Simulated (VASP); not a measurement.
# W (Im-3m) in VASP: a series of runs, part 2 of 3

VASP 6.6.1. Earlier steps stand in the parts before.

## 4. Single point, PBEsol (16.33 Å³/atom)

This run uses another cell than the first one, of 16.33 Å³/atom.

Contents of INCAR:

```
SYSTEM = W
ALGO = Normal
EDIFF = 1E-6
ENCUT = 520
GGA = PS
ISIF = 2
ISMEAR = -1
LASPH = .TRUE.
LCHARG = .FALSE.
LREAL = .FALSE.
LWAVE = .FALSE.
NBANDS = 13
NELM = 60
PREC = Accurate
SIGMA = 0.1
```

Contents of KPOINTS:

```
k-points
0
G
  23 23 23
  0 0 0
```

Contents of POSCAR:

```
W
1.0
   -1.5980799980      1.5980799980      1.5980799980
    1.5980799980     -1.5980799980      1.5980799980
    1.5980799980      1.5980799980     -1.5980799980
W
1
Direct
    0.0000000000      0.0000000000      0.0000000000
```

Potentials or basis: VASP PAW PBE potentials, release 64 (W_sv).

On the command line:

```bash
> cat potpaw_PBE.64/W_sv/POTCAR > POTCAR
> mpirun -np 1 vasp_std > vasp.out
```

OUTCAR:

```text
SYSTEM = W
   EDIFF = 1E-6
   ENCUT = 520
   GGA = PS
   ISIF = 2
   ISMEAR = -1
   LASPH = .TRUE.
   LREAL = .FALSE.
   NELM = 60
   PREC = Accurate

 ion  position               nearest neighbor table
   1  0.000  0.000  0.000-

  LATTYP: Found a body centered cubic cell.
 ALAT       =     3.1961599960

  Lattice vectors:

 A1 = (  -1.5980799980,   1.5980799980,   1.5980799980)
 A2 = (   1.5980799980,  -1.5980799980,   1.5980799980)
 A3 = (   1.5980799980,   1.5980799980,  -1.5980799980)

Analysis of symmetry for initial positions (statically):
=====================================================================
 Subroutine PRICEL returns:
 Original cell was already a primitive cell.

 Routine SETGRP: Setting up the symmetry group for a
 body centered cubic supercell.

 Subroutine GETGRP returns: Found 48 space group operations
 (whereof 48 operations were pure point group operations)
 out of a pool of 48 trial point group operations.

The static configuration has the point symmetry O_h .

[... 165 lines left out ...]
 k-point     1 :       0.0000    0.0000    0.0000
  band No.  band energies     occupation
      1     -63.3316      2.00000
      2     -26.9307      2.00000
      3     -26.9307      2.00000
      4     -26.9307      2.00000
      5       1.3659      2.00000
      6       9.6690      1.99998
      7       9.6690      1.99998
      8       9.6690      1.99998
      9      13.0199      0.00000
     10      13.0199      0.00000
     11      25.3287      0.00000
     12      25.3287      0.00000
     13      25.3287      0.00000
[... 354 lines left out ...]
  band No.  band energies     occupation
      1     -63.3073      2.00000
      2     -27.1899      2.00000
      3     -26.9911      2.00000
      4     -26.9532      2.00000
      5       2.3748      2.00000
      6       9.1911      2.00000
      7       9.3103      2.00000
      8      10.7303      1.50083
      9      12.2972      0.00000
     10      13.1369      0.00000
     11      26.1083      0.00000
     12      26.9271      0.00000
     13      27.2550      0.00000

 [... further k-points ...]

------------------------ aborting loop because EDIFF is reached ----------------------------------------

  FORCE on cell =-STRESS in cart. coord.  units (eV):
  Direction    XX          YY          ZZ          XY          YZ          ZX
  --------------------------------------------------------------------------------------
  -------------------------------------------------------------------------------------
  Total       -1.1559903     -1.1559903     -1.1559903      0.0000000     -0.0000000      0.0000000
  in kB     -113.4512347   -113.4512347   -113.4512347      0.0000000     -0.0000000      0.0000000
  external PRESSURE =    -113.4512347 kB  Pullay stress =       0.0000000 kB

 VOLUME and BASIS-vectors are now :
 -----------------------------------------------------------------------------
  energy-cutoff  :      520.00
  volume of cell :       16.33
      direct lattice vectors                 reciprocal lattice vectors
    -1.598079998  1.598079998  1.598079998     0.000000000  0.312875451  0.312875451
     1.598079998 -1.598079998  1.598079998     0.312875451  0.000000000  0.312875451
     1.598079998  1.598079998 -1.598079998     0.312875451  0.312875451  0.000000000

 POSITION                                       TOTAL-FORCE (eV/Angst)
 -----------------------------------------------------------------------------------
      0.00000      0.00000      0.00000         0.000000     -0.000000      0.000000
 -----------------------------------------------------------------------------------
    total drift:                                0.000000      0.000000      0.000000

  FREE ENERGIE OF THE ION-ELECTRON SYSTEM (eV)
  ---------------------------------------------------
  free  energy   TOTEN  =       -13.7921346928 eV

  energy  without entropy=      -13.7776890598  energy(sigma->0) =      -13.78491188
```

OSZICAR:

```text
N       E                     dE             d eps       ncg     rms          rms(c)
DAV:   1     0.843399663249E+02    0.84340E+02   -0.74383E+03  9528   0.122E+03
DAV:   2    -0.128380627421E+02   -0.97178E+02   -0.93442E+02 10704   0.317E+02
DAV:   3    -0.145076781270E+02   -0.16696E+01   -0.16637E+01 10259   0.401E+01
DAV:   4    -0.145145413998E+02   -0.68633E-02   -0.68631E-02 10554   0.284E+00
DAV:   5    -0.145145996902E+02   -0.58290E-04   -0.58290E-04 10484   0.247E-01    0.205E+01
DAV:   6    -0.139422989587E+02    0.57230E+00   -0.47743E-01  9874   0.903E+00    0.789E+00
DAV:   7    -0.137975288375E+02    0.14477E+00   -0.22938E-01 10439   0.590E+00    0.686E-01
DAV:   8    -0.137922142532E+02    0.53146E-02   -0.44954E-03  9639   0.894E-01    0.787E-02
DAV:   9    -0.137921356994E+02    0.78554E-04   -0.10877E-04 10919   0.122E-01    0.421E-02
DAV:  10    -0.137921344372E+02    0.12622E-05   -0.95760E-06 10019   0.415E-02    0.609E-03
DAV:  11    -0.137921346928E+02   -0.25565E-06   -0.21392E-07  6207   0.520E-03
   1 F= -.13792135E+02 E0= -.13784912E+02  d E =-.144456E-01
```

stdout:

```text
POSCAR found type information on POSCAR W
 POSCAR found :  1 types and       1 ions
 scaLAPACK will be used
 -----------------------------------------------------------------------------
|                                                                             |
|                                                                             |
|     You enforced a specific xc type in the INCAR file but a different       |
|     I HOPE YOU KNOW WHAT YOU ARE DOING!                                     |
|                                                                             |
 -----------------------------------------------------------------------------

 LDA part: xc-table for (Slater+PW92), standard interpolation
 POSCAR, INCAR and KPOINTS ok, starting setup
 FFT: planning ... GRIDC
 FFT: planning ... GRID_SOFT
 FFT: planning ... GRID
 WAVECAR not read
 entering main loop
```

Wall time 41 s (1 thread of Intel Xeon Platinum 8259CL at 2.50GHz (Skylake/Cascade Lake), shared host); peak memory 0.2 GiB.

What came out:

| Property | Result |
| --- | --- |
| Free energy | -13.7921 eV |
| Pressure | -11.3 GPa |
| Band gap on the k mesh | zero (bands 7 and 8 overlap by 5.92 eV) |

Levels at points of the mesh, in eV from the Fermi level:
| k point | band 3 | band 4 | band 5 | band 6 | band 7 | band 8 | band 9 | band 10 | band 11 | band 12 |
| --- | --- | --- | --- | --- | --- | --- | --- | --- | --- | --- |
| (0.00, 0.00, 0.00) | -37.77 | -37.77 | -9.47 | -1.17 | -1.17 | -1.17 | 2.18 | 2.18 | 14.49 | 14.49 |

Caveat: the cell stands under tension; the PAW data sets were made with another functional, which shifts forces and pressure a little; spin-orbit coupling is left out, which moves the levels of the heavy elements.

## 5. Single point, PBEsol (16.95 Å³/atom)

This run uses another cell than the first one, of 16.95 Å³/atom.

Contents of INCAR:

```
PREC = Accurate ; ENCUT = 520
EDIFF = 1E-7 ; ISMEAR = -1
SIGMA = 0.1 ; LREAL = False
LASPH = True ; NELM = 60
ALGO = Normal ; ISIF = 2
LWAVE = False ; LCHARG = False
GGA = PS ; NBANDS = 13
```

Contents of KPOINTS:

```
Automatic mesh
0
Gamma
  23 23 23
```

Contents of POSCAR:

```
W
1.0
   -1.6183110064      1.6183110064      1.6183110064
    1.6183110064     -1.6183110064      1.6183110064
    1.6183110064      1.6183110064     -1.6183110064
W
1
Direct
    0.0000000000      0.0000000000      0.0000000000
```

Potentials or basis: VASP PAW PBE potentials, release 64 (W_sv).

On the command line:

```bash
> cat potpaw_PBE.64/W_sv/POTCAR > POTCAR
> mpirun -np 1 vasp_std > vasp.out
```

OUTCAR:

```text
PREC = Accurate
   ENCUT = 520
   EDIFF = 1E-7
   ISMEAR = -1
   LREAL = False
   LASPH = True
   NELM = 60
   ISIF = 2
   GGA = PS

 ion  position               nearest neighbor table
   1  0.000  0.000  0.000-

  LATTYP: Found a body centered cubic cell.
 ALAT       =     3.2366220128

  Lattice vectors:

 A1 = (  -1.6183110064,   1.6183110064,   1.6183110064)
 A2 = (   1.6183110064,  -1.6183110064,   1.6183110064)
 A3 = (   1.6183110064,   1.6183110064,  -1.6183110064)

Analysis of symmetry for initial positions (statically):
=====================================================================
 Subroutine PRICEL returns:
 Original cell was already a primitive cell.

 Routine SETGRP: Setting up the symmetry group for a
 body centered cubic supercell.

 Subroutine GETGRP returns: Found 48 space group operations
 (whereof 48 operations were pure point group operations)
 out of a pool of 48 trial point group operations.

The static configuration has the point symmetry O_h .

Analysis of symmetry for dynamics (positions and initial velocities):
=====================================================================
 Subroutine PRICEL returns:
 Original cell was already a primitive cell.

 Routine SETGRP: Setting up the symmetry group for a
 body centered cubic supercell.

 Subroutine GETGRP returns: Found 48 space group operations
 (whereof 48 operations were pure point group operations)
 out of a pool of 48 trial point group operations.

The dynamic configuration has the point symmetry O_h .

 Subroutine INISYM returns: Found 48 space group operations
 (whereof 48 operations are pure point group operations),
 and found     1 'primitive' translations

----------------------------------------------------------------------------------------

                                     Primitive cell

  volume of cell :      16.9530

  direct lattice vectors                    reciprocal lattice vectors
    -1.618311006  1.618311006  1.618311006     0.000000000  0.308964098  0.308964098
     1.618311006 -1.618311006  1.618311006     0.308964098  0.000000000  0.308964098
     1.618311006  1.618311006 -1.618311006     0.308964098  0.308964098  0.000000000

  length of vectors
     2.802996886  2.802996886  2.802996886     0.436941217  0.436941217  0.436941217

  position of ions in fractional coordinates (direct lattice)
     0.000000000  0.000000000  0.000000000

  ion indices of the primitive-cell ions
   primitive index   ion index
                 1           1

----------------------------------------------------------------------------------------

 KPOINTS: Automatic mesh

Automatic generation of k-mesh.
 Grid dimensions read from file:
 generate k-points for:   23   23   23

 Generating k-lattice:

  Cartesian coordinates                     Fractional coordinates (reciprocal lattice)
     0.000000000  0.013433222  0.013433222     0.043478261  0.000000000  0.000000000
     0.013433222  0.000000000  0.013433222     0.000000000  0.043478261  0.000000000
     0.013433222  0.013433222  0.000000000     0.000000000  0.000000000  0.043478261

  Length of vectors
     0.018997444  0.018997444  0.018997444

  Shift w.r.t. Gamma in fractional coordinates (k-lattice)
     0.000000000  0.000000000  0.000000000

 Subroutine IBZKPT returns following result:
 ===========================================

 Found    364 irreducible k-points:

 Following reciprocal coordinates:
            Coordinates               Weight
  0.000000  0.000000  0.000000      1.000000
  0.043478  0.000000  0.000000     12.000000
  0.086957  0.000000  0.000000     12.000000
  0.130435  0.000000  0.000000     12.000000
  0.173913  0.000000  0.000000     12.000000
  0.217391  0.000000  0.000000     12.000000
[... 16 lines left out ...]
  0.478261  0.043478  0.000000     24.000000
  0.086957  0.086957  0.000000     24.000000
 [... further k-points ...]
   k-points           NKPTS =    364   k-points in BZ     NKDIM =    364   number of bands    NBANDS=     13
   number of dos      NEDOS =    301   number of ions     NIONS =      1
   total plane-waves  NPLWV =  13824
   dimension x,y,z NGX =    24 NGY =   24 NGZ =   24
   dimension x,y,z NGXF=    48 NGYF=   48 NGZF=   48
   ions per type =               1
   NGX,Y,Z   is equivalent  to a cutoff of  14.23, 14.23, 14.23 a.u.
   NGXF,Y,Z  is equivalent  to a cutoff of  28.47, 28.47, 28.47 a.u.
 SYSTEM =  unknown system
   PREC   = accura    normal or accurate (medium, high low for compatibility)
   ISTART =      0    job   : 0-new  1-cont  2-samecut
   ICHARG =      2    charge: 1-file 2-atom 10-const
   ISPIN  =      1    spin polarized calculation?
   LNONCOLLINEAR =      F non collinear calculations
   LSORBIT =      F    spin-orbit coupling
   LASPH  =      T    aspherical Exc in radial PAW
   ENCUT  =  520.0 eV  38.22 Ry    6.18 a.u.   5.21  5.21  5.21*2*pi/ulx,y,z
   NELM   =     60;   NELMIN=  2; NELMDL= -5     # of ELM steps
   EDIFF  = 0.1E-06   stopping-criterion for ELM
   LREAL  =      F    real-space projection
   EDIFFG = 0.1E-05   stopping-criterion for IOM
   NSW    =      0    number of steps for IOM
   IBRION =     -1    ionic relax: 0-MD 1-quasi-New 2-CG
   NFREE  =      0    steps in history (QN), initial steepest desc. (CG)
   ISIF   =      2    stress and relaxation
   ISYM   =      2    0-nonsym 1-usesym 2-fastsym
   POTIM  = 0.5000    time-step for ionic-motion
   TEBEG  =    0.0;   TEEND  =   0.0 temperature during run
   PSTRESS=    0.0 pullay stress
   NELECT =      14.0000    total number of electrons
   NUPDOWN=      -1.0000    fix difference up-down
   EMIN   =  10.00;   EMAX   =-10.00  energy-range for DOS
   EFERMI =   0.00;   METHOD = LEGACY
   ISMEAR =    -1;   SIGMA  =   0.10  broadening in eV -4-tet -1-fermi 0-gaus
   EFERMI_NEDOS =   21; number of points for ismear=-14 and -15
   IALGO  =     38    algorithm
   IMIX   =      4    mixing-type and parameters
     AMIX     =   0.40;   BMIX     =  1.00
     AMIX_MAG =   1.60;   BMIX_MAG =  1.00
  volume/ion in A,a.u.               =      16.95       114.40
  Fermi-wavevector in a.u.,A,eV,Ry     =   1.535921  2.902470 32.096866  2.359053
  Thomas-Fermi vector in A             =   2.642642
   LORBIT       =      0    0 simple, 1 ext, 2 COOP (PROOUT), +10 PAW based schemes
   GGA     = PS    functional components
   LHFCALC =     F    Hartree Fock is set to
   AEXX    =    0.0000 exact exchange contribution
   IVDW    =     0    specifies the selected vdW correction
   LEPSILON=     F    determine dielectric tensor
   LRPA    =     F    only Hartree local field effects (RPA)
 non-spin polarized calculation
  energy-cutoff  :      520.00
  volume of cell :       16.95
 maximum number of plane-waves:       470
 NGX is ok and might be reduce to    24
   NGX = 11   NGY = 11   NGZ = 11

 number of electron      13.9999998 magnetization

 Free energy of the ion-electron system (eV)
  ---------------------------------------------------
  ext. energy  EPLUGINS =         0.00000000
  ---------------------------------------------------
  free energy    TOTEN  =       -13.72857927 eV

  energy without entropy =      -13.71374686  energy(sigma->0) =      -13.72116307

 E-fermi :  10.3085     XC(G=0): -13.3843

 val. band max:       10.2925225626   @ k =  -0.1739   0.1739   0.1304
 cond. band min:      10.3363021268   @ k =  -0.2609   0.3478   0.1739
 fundamental gap:      0.0437795642
 Fermi energy:        10.3084710886

 k-point     1 :       0.0000    0.0000    0.0000
  band No.  band energies     occupation
      1     -63.9126      2.00000
      2     -27.5580      2.00000
      3     -27.5580      2.00000
      4     -27.5580      2.00000
      5       1.0540      2.00000
      6       9.2022      1.99997
      7       9.2022      1.99997
      8       9.2022      1.99997
      9      12.4043      0.00000
     10      12.4043      0.00000
     11      24.7138      0.00000
     12      24.7138      0.00000
     13      24.7138      0.00000
[... 353 lines left out ...]
 k-point    24 :       0.0870    0.0870    0.0000
  band No.  band energies     occupation
      1     -63.8920      2.00000
      2     -27.7852      2.00000
      3     -27.6112      2.00000
      4     -27.5776      2.00000
      5       2.0213      2.00000
      6       8.7513      2.00000
      7       8.8652      2.00000
      8      10.2097      1.45713
      9      11.7289      0.00000
     10      12.5141      0.00000
     11      25.4523      0.00000
     12      26.1937      0.00000
     13      26.4858      0.00000

 [... further k-points ...]

------------------------ aborting loop because EDIFF is reached ----------------------------------------

  FORCE on cell =-STRESS in cart. coord.  units (eV):
  Direction    XX          YY          ZZ          XY          YZ          ZX
  --------------------------------------------------------------------------------------
  -------------------------------------------------------------------------------------
  Total       -2.2149810     -2.2149810     -2.2149810     -0.0000000     -0.0000000     -0.0000000
  in kB     -209.3315244   -209.3315244   -209.3315244     -0.0000000     -0.0000000     -0.0000000
  external PRESSURE =    -209.3315244 kB  Pullay stress =       0.0000000 kB

 VOLUME and BASIS-vectors are now :
 -----------------------------------------------------------------------------
  energy-cutoff  :      520.00
  volume of cell :       16.95
      direct lattice vectors                 reciprocal lattice vectors
    -1.618311006  1.618311006  1.618311006     0.000000000  0.308964098  0.308964098
     1.618311006 -1.618311006  1.618311006     0.308964098  0.000000000  0.308964098
     1.618311006  1.618311006 -1.618311006     0.308964098  0.308964098  0.000000000

 POSITION                                       TOTAL-FORCE (eV/Angst)
 -----------------------------------------------------------------------------------
      0.00000      0.00000      0.00000         0.000000      0.000000      0.000000
 -----------------------------------------------------------------------------------
    total drift:                                0.000000      0.000000      0.000000

  FREE ENERGIE OF THE ION-ELECTRON SYSTEM (eV)
  ---------------------------------------------------
  free  energy   TOTEN  =       -13.7285792729 eV

  energy  without entropy=      -13.7137468599  energy(sigma->0) =      -13.72116307
```

It took 52 s on 1 thread of Intel Xeon Platinum 8259CL at 2.50GHz (Skylake/Cascade Lake), shared host; peak memory 0.2 GiB.

Results:

```
Free energy            : -13.7286 eV
Pressure               : -20.9 GPa
Band gap on the k mesh : zero (bands 7 and 8 overlap by 5.62 eV)
```

Levels at points of the mesh, in eV from the Fermi level:
```
           k point  band 4  band 5  band 6  band 7  band 8  band 9  band 10  band 11
(0.00, 0.00, 0.00)  -37.87   -9.25   -1.11   -1.11   -1.11    2.10     2.10    14.41
```

Caveat: the cell stands under tension; the PAW data sets were made with another functional, which shifts forces and pressure a little; spin-orbit coupling is left out, which moves the levels of the heavy elements.

## 6. Single point, PBEsol (17.58 Å³/atom)

This run uses another cell than the first one, of 17.58 Å³/atom.

Contents of INCAR:

```
SYSTEM = W
PREC     = Accurate       ! precision mode
ENCUT    = 520            ! plane-wave cutoff, eV
EDIFF    = 1E-6           ! SCF threshold, eV
ISMEAR   = -1             ! smearing method
SIGMA    = 0.1            ! smearing width, eV
LREAL    = .False.        ! projectors in reciprocal space
LASPH    = .True.         ! aspherical terms in the spheres
NELM     = 80             ! most SCF steps
ALGO     = Normal         ! electronic algorithm
ISIF     = 2              ! what is computed and relaxed
LWAVE    = .False.        ! write WAVECAR
LCHARG   = .True.         ! write CHGCAR
GGA      = PS             ! functional
LELF     = .True.         ! ELF
LVHAR    = .True.       
NBANDS   = 13             ! bands
```

Contents of KPOINTS:

```
Automatic mesh
0
Gamma
  23 23 23
  0 0 0
```

Contents of POSCAR:

```
W
1.0
   -1.6380484517      1.6380484517      1.6380484517
    1.6380484517     -1.6380484517      1.6380484517
    1.6380484517      1.6380484517     -1.6380484517
W
1
Direct
    0.0000000000      0.0000000000      0.0000000000
```

Potentials or basis: VASP PAW PBE potentials, release 64 (W_sv).

On the command line:

```bash
> cat potpaw_PBE.64/W_sv/POTCAR > POTCAR
> mpirun -np 1 vasp_std > vasp.out
```

Run time: 41 s. Hardware: 1 thread of Intel Xeon Platinum 8259CL at 2.50GHz (Skylake/Cascade Lake), shared host; peak memory 0.2 GiB.

Results (log left out):

| Property | Result |
| --- | --- |
| Free energy | -13.6311 eV |
| Pressure | -28.7 GPa |
| Band gap on the k mesh | zero (bands 7 and 8 overlap by 5.34 eV) |

Levels at points of the mesh, in eV from the Fermi level:
```csv
k point,band 3,band 4,band 5,band 6,band 7,band 8,band 9,band 10,band 11,band 12
"(0.00, 0.00, 0.00)",-37.96,-37.96,-9.04,-1.05,-1.05,-1.05,2.01,2.01,14.32,14.32
```

Caveat: the cell stands under tension; the PAW data sets were made with another functional, which shifts forces and pressure a little; spin-orbit coupling is left out, which moves the levels of the heavy elements.

(Part 2 of 3 ends here.)

The gap in the log of VASP goes by the Fermi energy; the results here count the filled bands.